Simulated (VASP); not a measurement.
# Cr (P6_3/mmc) in VASP: further runs

Runs on Cr. Level: LDA. Tasks: single point.

Everything below comes from runs of VASP 6.6.1. Logs are shortened: lines on timing, memory, paths and dates and some standing lists are left out, and cuts for length are marked.

### 1 The cell of the first run

It takes space group P6_3/mmc (No. 194, hexagonal). The conventional cell has a = 2.444 Å, b = 2.444 Å, c = 8.614 Å, α = 90.00°, β = 90.00°, γ = 120.00°. Within 3.2 Å of Cr (site symmetry -3m) lie 12 Cr at 2.44 to 2.57 Å. Cr (site symmetry -6m2) has 12 Cr at 2.44 to 2.57 Å within 3.2 Å.

This isn't the form of Cr at room conditions, which is bcc.

### 2 Single point, LDA, collinear spin, antiferromagnetic start

Input file INCAR:

```
ALGO     = Normal         # electronic algorithm
EDIFF    = 1E-7           # SCF threshold, eV
ENCUT    = 520            # plane-wave cutoff, eV
ISIF     = 2              # what is computed and relaxed
ISMEAR   = -1             # smearing method
ISPIN    = 2              # spin polarisation
LASPH    = T              # aspherical terms in the spheres
LCHARG   = F              # write CHGCAR
LMAXMIX  = 4              # l up to which the mixer works
LORBIT   = 11             # projections on sites
LREAL    = F              # projectors in reciprocal space
LWAVE    = F              # write WAVECAR
MAGMOM   = 1.5 1.5 -1.5 -1.5 # initial moments
NBANDS   = 36             # bands
NELM     = 150            # most SCF steps
PREC     = Accurate       # precision mode
SIGMA    = 0.05           # smearing width, eV
```

Input file KPOINTS:

```
k-points
0
Gamma
  19 19 5
```

Input file POSCAR:

```
Cr
1.0
    2.4443633855      0.0000000000      0.0000000000
   -1.2221816928      2.1168807880      0.0000000000
    0.0000000000      0.0000000000      8.6137015359
Cr
4
Direct
    0.0000000000      1.0000000000      0.0000000000
    0.0000000000      1.0000000000      0.5000000000
    0.3333333333      0.6666666667      0.2500000000
    0.6666666667      0.3333333333      0.7500000000
```

Potentials or basis: VASP PAW LDA potentials, release 64 (Cr_pv).

Launch:

```console
> cat potpaw_LDA.64/Cr_pv/POTCAR > POTCAR
> mpirun -np 1 vasp_std > vasp.out
```

OUTCAR:

```text
EDIFF = 1E-7
   ENCUT = 520
   ISIF = 2
   ISMEAR = -1
   ISPIN = 2
   LASPH = T
   LORBIT = 11
   LREAL = F
   NELM = 150
   PREC = Accurate

 ion  position               nearest neighbor table
   1  0.000  0.000  0.000-   3 2.57   4 2.57   4 2.57   3 2.57   4 2.57   3 2.57
   2  0.000  0.000  0.500-   3 2.57   4 2.57   4 2.57   3 2.57   4 2.57   3 2.57
   3  0.333  0.667  0.250-   1 2.57   2 2.57   1 2.57   2 2.57   1 2.57   2 2.57
   4  0.667  0.333  0.750-   1 2.57   2 2.57   1 2.57   2 2.57   1 2.57   2 2.57

  LATTYP: Found a hexagonal cell.
 ALAT       =     2.4443633855
 C/A-ratio  =     3.5239038463

  Lattice vectors:

 A1 = (   2.4443633855,   0.0000000000,   0.0000000000)
 A2 = (  -1.2221816928,   2.1168807880,   0.0000000000)
 A3 = (   0.0000000000,   0.0000000000,   8.6137015359)

Analysis of symmetry for initial positions (statically):
=====================================================================
 Subroutine PRICEL returns:
 Original cell was already a primitive cell.

 Routine SETGRP: Setting up the symmetry group for a
 hexagonal supercell.

 Subroutine GETGRP returns: Found 24 space group operations
 (whereof 12 operations were pure point group operations)
 out of a pool of 24 trial point group operations.

The static configuration has the point symmetry D_3d.
 The point group associated with its full space group is D_6h.

Analysis of symmetry for dynamics (positions and initial velocities):
=====================================================================
 Subroutine PRICEL returns:
 Original cell was already a primitive cell.

 Routine SETGRP: Setting up the symmetry group for a
 hexagonal supercell.

 Subroutine GETGRP returns: Found 24 space group operations
 (whereof 12 operations were pure point group operations)
 out of a pool of 24 trial point group operations.

The dynamic configuration has the point symmetry D_3d.
 The point group associated with its full space group is D_6h.

Analysis of structural, dynamic, and magnetic symmetry:
=====================================================================
 Subroutine PRICEL returns:
 Original cell was already a primitive cell.

 Routine SETGRP: Setting up the symmetry group for a
 hexagonal supercell.

 Subroutine GETGRP returns: Found 24 space group operations
 (whereof 12 operations were pure point group operations)
 out of a pool of 24 trial point group operations.

The overall configuration has the point symmetry D_3d.
 The point group associated with its full space group is D_6h.

 Subroutine INISYM returns: Found 24 space group operations
 (whereof 12 operations are pure point group operations),
 and found     1 'primitive' translations

----------------------------------------------------------------------------------------

                                     Primitive cell

  volume of cell :      44.5710

  direct lattice vectors                    reciprocal lattice vectors
     2.444363385  0.000000000  0.000000000     0.409104475  0.236196579  0.000000000
    -1.222181693  2.116880788  0.000000000     0.000000000  0.472393158  0.000000000
     0.000000000  0.000000000  8.613701536     0.000000000  0.000000000  0.116094108

  length of vectors
     2.444363385  2.444363386  8.613701536     0.472393158  0.472393158  0.116094108

  position of ions in fractional coordinates (direct lattice)
     0.000000000  0.000000000  0.000000000
     0.000000000  0.000000000  0.500000000
     0.333333333  0.666666667  0.250000000
     0.666666667  0.333333333  0.750000000

  ion indices of the primitive-cell ions
   primitive index   ion index
                 1           1
                 2           2
                 3           3
                 4           4

----------------------------------------------------------------------------------------

 KPOINTS: k-points

Automatic generation of k-mesh.
 Grid dimensions read from file:
 generate k-points for:   19   19    5

 Generating k-lattice:

  Cartesian coordinates                     Fractional coordinates (reciprocal lattice)
     0.021531814  0.012431399  0.000000000     0.052631579  0.000000000  0.000000000
     0.000000000  0.024862798  0.000000000     0.000000000  0.052631579  0.000000000
     0.000000000  0.000000000  0.023218822     0.000000000  0.000000000  0.200000000

  Length of vectors
     0.024862798  0.024862798  0.023218822

  Shift w.r.t. Gamma in fractional coordinates (k-lattice)
     0.000000000  0.000000000  0.000000000

 Subroutine IBZKPT returns following result:
 ===========================================

 Found    120 irreducible k-points:

 Following reciprocal coordinates:
            Coordinates               Weight
  0.000000  0.000000  0.000000      1.000000
  0.052632 -0.000000  0.000000      6.000000
  0.105263 -0.000000  0.000000      6.000000
  0.157895 -0.000000  0.000000      6.000000
  0.210526 -0.000000  0.000000      6.000000
  0.263158 -0.000000  0.000000      6.000000
[... 16 lines left out ...]
  0.263158  0.105263  0.000000     12.000000
  0.315789  0.105263  0.000000     12.000000
 [... further k-points ...]
   k-points           NKPTS =    120   k-points in BZ     NKDIM =    120   number of bands    NBANDS=     36
   number of dos      NEDOS =    301   number of ions     NIONS =      4
   total plane-waves  NPLWV =  20736
   dimension x,y,z NGX =    18 NGY =   18 NGZ =   64
   dimension x,y,z NGXF=    36 NGYF=   36 NGZF=  128
   ions per type =               4
   NGX,Y,Z   is equivalent  to a cutoff of  12.24, 12.24, 12.35 a.u.
   NGXF,Y,Z  is equivalent  to a cutoff of  24.48, 24.48, 24.70 a.u.
 SYSTEM =  unknown system
   PREC   = accura    normal or accurate (medium, high low for compatibility)
   ISTART =      0    job   : 0-new  1-cont  2-samecut
   ICHARG =      2    charge: 1-file 2-atom 10-const
   ISPIN  =      2    spin polarized calculation?
   LNONCOLLINEAR =      F non collinear calculations
   LSORBIT =      F    spin-orbit coupling
   LASPH  =      T    aspherical Exc in radial PAW
   ENCUT  =  520.0 eV  38.22 Ry    6.18 a.u.   4.54  4.54 16.02*2*pi/ulx,y,z
   NELM   =    150;   NELMIN=  2; NELMDL= -5     # of ELM steps
   EDIFF  = 0.1E-06   stopping-criterion for ELM
   LREAL  =      F    real-space projection
   EDIFFG = 0.1E-05   stopping-criterion for IOM
   NSW    =      0    number of steps for IOM
   IBRION =     -1    ionic relax: 0-MD 1-quasi-New 2-CG
   NFREE  =      0    steps in history (QN), initial steepest desc. (CG)
   ISIF   =      2    stress and relaxation
   ISYM   =      2    0-nonsym 1-usesym 2-fastsym
   POTIM  = 0.5000    time-step for ionic-motion
   TEBEG  =    0.0;   TEEND  =   0.0 temperature during run
   PSTRESS=    0.0 pullay stress
   NELECT =      48.0000    total number of electrons
   NUPDOWN=      -1.0000    fix difference up-down
   EMIN   =  10.00;   EMAX   =-10.00  energy-range for DOS
   EFERMI =   0.00;   METHOD = LEGACY
   ISMEAR =    -1;   SIGMA  =   0.05  broadening in eV -4-tet -1-fermi 0-gaus
   EFERMI_NEDOS =   21; number of points for ismear=-14 and -15
   IALGO  =     38    algorithm
   IMIX   =      4    mixing-type and parameters
     AMIX     =   0.40;   BMIX     =  1.00
     AMIX_MAG =   1.60;   BMIX_MAG =  1.00
  volume/ion in A,a.u.               =      11.14        75.19
  Fermi-wavevector in a.u.,A,eV,Ry     =   1.678049  3.171052 38.311934  2.815848
  Thomas-Fermi vector in A             =   2.762207
   LORBIT       =     11    0 simple, 1 ext, 2 COOP (PROOUT), +10 PAW based schemes
   GGA     = CA    functional components
   LHFCALC =     F    Hartree Fock is set to
   AEXX    =    0.0000 exact exchange contribution
   IVDW    =     0    specifies the selected vdW correction
   LEPSILON=     F    determine dielectric tensor
   LRPA    =     F    only Hartree local field effects (RPA)
 spin polarized calculation
  energy-cutoff  :      520.00
  volume of cell :       44.57
 maximum number of plane-waves:      1221
   NGX =  9   NGY =  9   NGZ = 33

 number of electron      47.9999988 magnetization       0.0011520

 Free energy of the ion-electron system (eV)
  ---------------------------------------------------
  ext. energy  EPLUGINS =         0.00000000
  ---------------------------------------------------
  free energy    TOTEN  =       -40.89712588 eV

  energy without entropy =      -40.84528263  energy(sigma->0) =      -40.87120426

 E-fermi :  11.1125     XC(G=0): -14.1942

 val. band max:       11.1069631482   @ k =   0.1053   0.0526   0.2000
 cond. band min:      11.1127767759   @ k =   0.2105   0.2105   0.4000
 fundamental gap:      0.0058136277
 Fermi energy:        11.1124723827

 spin component 1

 k-point     1 :       0.0000    0.0000    0.0000
  band No.  band energies     occupation
      1     -31.8368      1.00000
      2     -31.4047      1.00000
      3     -31.3955      1.00000
      4     -30.9451      1.00000
      5     -30.8259      1.00000
      6     -30.8259      1.00000
[... 28 lines left out ...]
     35      13.5874      0.00000
     36      13.5874      0.00000

 k-point     2 :       0.0526   -0.0000    0.0000
  band No.  band energies     occupation
      1     -31.8270      1.00000
      2     -31.4028      1.00000
      3     -31.3938      1.00000
      4     -30.9464      1.00000
      5     -30.8540      1.00000
      6     -30.8336      1.00000
[... 28 lines left out ...]
     35      13.5952      0.00000
     36      13.9506      0.00000
[... 817 lines left out ...]
     35      14.3578      0.00000
     36      16.8691      0.00000

 k-point    24 :       0.3158    0.1053    0.0000
  band No.  band energies     occupation
      1     -31.7327      1.00000
      2     -31.7010      1.00000
      3     -31.6272      1.00000
      4     -31.5889      1.00000
      5     -31.4472      1.00000
      6     -31.1917      1.00000
[... 28 lines left out ...]
     35      14.9379      0.00000
     36      16.8688      0.00000

 [... further k-points ...]

 spin component 2

 k-point     1 :       0.0000    0.0000    0.0000
  band No.  band energies     occupation
      1     -31.8366      1.00000
      2     -31.4046      1.00000
      3     -31.3952      1.00000
      4     -30.9449      1.00000
      5     -30.8258      1.00000
      6     -30.8258      1.00000
[... 28 lines left out ...]
     35      13.5876      0.00000
     36      13.5876      0.00000

 k-point     2 :       0.0526   -0.0000    0.0000
  band No.  band energies     occupation
      1     -31.8269      1.00000
      2     -31.4028      1.00000
      3     -31.3935      1.00000
      4     -30.9462      1.00000
      5     -30.8538      1.00000
      6     -30.8335      1.00000
[... 28 lines left out ...]
     35      13.5954      0.00000
     36      13.9508      0.00000
[... 817 lines left out ...]
     35      14.3580      0.00000
     36      16.8701      0.00000

 k-point    24 :       0.3158    0.1053    0.0000
  band No.  band energies     occupation
      1     -31.7326      1.00000
      2     -31.7008      1.00000
      3     -31.6272      1.00000
      4     -31.5887      1.00000
      5     -31.4470      1.00000
      6     -31.1916      1.00000
[... 28 lines left out ...]
     35      14.9380      0.00000
     36      16.8694      0.00000

 [... further k-points ...]
[... 5 lines left out ...]
  --------------------------------------------------------------------------------------
  -------------------------------------------------------------------------------------
  Total        0.0285751      0.0285751      0.0185601     -0.0000000      0.0000000      0.0000000
  in kB        1.0271797      1.0271797      0.6671729     -0.0000000      0.0000000      0.0000000
  external PRESSURE =       0.9071774 kB  Pullay stress =       0.0000000 kB

 VOLUME and BASIS-vectors are now :
 -----------------------------------------------------------------------------
  energy-cutoff  :      520.00
  volume of cell :       44.57
      direct lattice vectors                 reciprocal lattice vectors
     2.444363385  0.000000000  0.000000000     0.409104475  0.236196579  0.000000000
    -1.222181693  2.116880788  0.000000000     0.000000000  0.472393158  0.000000000
     0.000000000  0.000000000  8.613701536     0.000000000  0.000000000  0.116094108

 POSITION                                       TOTAL-FORCE (eV/Angst)
 -----------------------------------------------------------------------------------
      0.00000      0.00000      0.00000         0.000000      0.000000      0.000000
      0.00000      0.00000      4.30685         0.000000      0.000000      0.000000
     -0.00000      1.41125      2.15343        -0.000000      0.000000     -0.000000
      1.22218      0.70563      6.46028         0.000000      0.000000     -0.000000
 -----------------------------------------------------------------------------------
    total drift:                                0.000000     -0.000000      0.000000

  FREE ENERGIE OF THE ION-ELECTRON SYSTEM (eV)
  ---------------------------------------------------
  free  energy   TOTEN  =       -40.8971258826 eV

  energy  without entropy=      -40.8452826340  energy(sigma->0) =      -40.87120426

 total charge

# of ion       s       p       d       tot
------------------------------------------
    1        0.451   6.405   4.312  11.167
    2        0.451   6.405   4.312  11.167
    3        0.451   6.404   4.307  11.163
    4        0.451   6.404   4.307  11.163
--------------------------------------------------
tot          1.803  25.618  17.238  44.660

 magnetization (x)

# of ion       s       p       d       tot
------------------------------------------
    1        0.000   0.000   0.000   0.000
    2        0.000   0.000   0.000   0.000
    3        0.000   0.000   0.000   0.000
    4        0.000   0.000   0.000   0.000
--------------------------------------------------
tot          0.000   0.000   0.001   0.001
```

Wall time 3.5 min (1 thread of Intel Xeon Platinum 8488C (Sapphire Rapids), shared host); peak memory 0.33 GiB.

What came out:

| Quantity | Value |
| --- | --- |
| Free energy | -40.8971 eV |
| Pressure | 0.1 GPa |
| Band gap on the k mesh | zero (filled and empty bands overlap) |
| Net moment | 0.00 μB per cell |
| Valence electrons inside the program's atomic spheres | Cr 11.17, 11.16 (each value once) |

Caveat: the moments typed at the start vanished in this run.

### 3 Single point, LDA, collinear spin, ferromagnetic start (12.48 Å³/atom)

This run uses another cell than the first one, of 12.48 Å³/atom.

Input file INCAR:

```
SYSTEM = Cr
  PREC = Accurate
  ENCUT = 520
  EDIFF = 1E-7
  ISMEAR = -1
  SIGMA = 0.05
  LREAL = .False.
  LASPH = .True.
  NELM = 150
  ALGO = Normal
  ISIF = 2
  LWAVE = .False.
  LCHARG = .False.
  ISPIN = 2
  MAGMOM = 1.5 1.5 1.5 1.5
  LORBIT = 11
  LMAXMIX = 4
  NBANDS = 36
```

Input file KPOINTS:

```
Automatic mesh
0
Gamma
  17 17 4
  0 0 0
```

Input file POSCAR:

```
Cr
1.0
    2.5384685091      0.0000000000      0.0000000000
   -1.2692342546      2.1983782156      0.0000000000
    0.0000000000      0.0000000000      8.9453189234
Cr
4
Direct
    0.0000000000      0.0000000000      0.0000000000
    0.0000000000      0.0000000000      0.5000000000
    0.3333333333      0.6666666667      0.2500000000
    0.6666666667      0.3333333333      0.7500000000
```

Potentials or basis: VASP PAW LDA potentials, release 64 (Cr_pv).

Launch:

```console
> cat potpaw_LDA.64/Cr_pv/POTCAR > POTCAR
> mpirun -np 1 vasp_std > vasp.out
```

OUTCAR:

```text
SYSTEM = Cr
   PREC = Accurate
   ENCUT = 520
   EDIFF = 1E-7
   ISMEAR = -1
   LREAL = .False.
   LASPH = .True.
   NELM = 150
   ISIF = 2
   ISPIN = 2
   LORBIT = 11

 ion  position               nearest neighbor table
   1  0.000  0.000  0.000-   3 2.67   4 2.67   4 2.67   3 2.67   4 2.67   3 2.67
   2  0.000  0.000  0.500-   3 2.67   4 2.67   4 2.67   3 2.67   4 2.67   3 2.67
   3  0.333  0.667  0.250-   1 2.67   2 2.67   1 2.67   2 2.67   1 2.67   2 2.67
   4  0.667  0.333  0.750-   1 2.67   2 2.67   1 2.67   2 2.67   1 2.67   2 2.67

  LATTYP: Found a hexagonal cell.
 ALAT       =     2.5384685091
 C/A-ratio  =     3.5239038386

  Lattice vectors:

 A1 = (   2.5384685091,   0.0000000000,   0.0000000000)
[... 2101 lines left out ...]
    -1.269234255  2.198378216  0.000000000     0.000000000  0.454880781  0.000000000
     0.000000000  0.000000000  8.945318923     0.000000000  0.000000000  0.111790313

 POSITION                                       TOTAL-FORCE (eV/Angst)
 -----------------------------------------------------------------------------------
      0.00000      0.00000      0.00000         0.000000      0.000000     -0.000000
      0.00000      0.00000      4.47266        -0.000000      0.000000     -0.000000
     -0.00000      1.46559      2.23633         0.000000      0.000000     -0.000000
      1.26923      0.73279      6.70899        -0.000000     -0.000000      0.000000
 -----------------------------------------------------------------------------------
    total drift:                                0.000000     -0.000000      0.000000

  FREE ENERGIE OF THE ION-ELECTRON SYSTEM (eV)
  ---------------------------------------------------
  free  energy   TOTEN  =       -40.4474905098 eV

  energy  without entropy=      -40.3909869915  energy(sigma->0) =      -40.41923875

 total charge

# of ion       s       p       d       tot
------------------------------------------
    1        0.414   6.339   4.179  10.933
    2        0.414   6.339   4.179  10.933
    3        0.415   6.340   4.175  10.929
    4        0.415   6.340   4.175  10.929
--------------------------------------------------
tot          1.658  25.358  16.708  43.723

 magnetization (x)

# of ion       s       p       d       tot
------------------------------------------
    1        0.000   0.000   0.000   0.000
    2        0.000   0.000   0.000   0.000
    3       -0.000  -0.000  -0.000  -0.000
    4       -0.000  -0.000  -0.000  -0.000
--------------------------------------------------
tot          0.000   0.000   0.000   0.000
```

stdout:

```text
POSCAR found type information on POSCAR Cr
 POSCAR found :  1 types and       4 ions
 scaLAPACK will be used
 LDA part: xc-table for (Slater(with rela. corr.)+CA(PZ))
 , standard interpolation
 POSCAR, INCAR and KPOINTS ok, starting setup
 FFT: planning ... GRIDC
 FFT: planning ... GRID_SOFT
 FFT: planning ... GRID
 WAVECAR not read
 entering main loop
```

Wall time 3.6 min (1 thread of Intel Xeon 6975P-C (Granite Rapids), shared host); peak memory 0.32 GiB.

What came out:

| Item | Value |
| --- | --- |
| Free energy | -40.4475 eV |
| Pressure | -24.7 GPa |
| Band gap on the k mesh | zero (filled and empty bands overlap) |
| Net moment | 0.00 μB per cell |
| Valence electrons inside the program's atomic spheres | Cr 10.93 |

Stress tensor (GPa, compression positive):
```
-25.49   0.00   0.00
  0.00 -25.49   0.00
  0.00   0.00 -23.27
```

Levels at points of the mesh, in eV from the Fermi level:
Spin up:
| k point | band 21 | band 22 | band 23 | band 24 | band 25 | band 26 | band 27 | band 28 |
| --- | --- | --- | --- | --- | --- | --- | --- | --- |
| (0.00, 0.00, 0.00) | -0.41 | -0.33 | -0.33 | -0.17 | -0.17 | -0.07 | -0.07 | -0.02 |
| (0.00, 0.00, 0.50) | -0.34 | -0.34 | -0.34 | -0.34 | -0.16 | -0.16 | -0.16 | -0.16 |
Spin down:
```
           k point  band 21  band 22  band 23  band 24  band 25  band 26  band 27  band 28
(0.00, 0.00, 0.00)    -0.41    -0.33    -0.33    -0.17    -0.17    -0.07    -0.07    -0.02
(0.00, 0.00, 0.50)    -0.34    -0.34    -0.34    -0.34    -0.16    -0.16    -0.16    -0.16
```

Caveat: the cell stands under tension; the moments typed at the start vanished in this run.

[end of part 1 of 2]
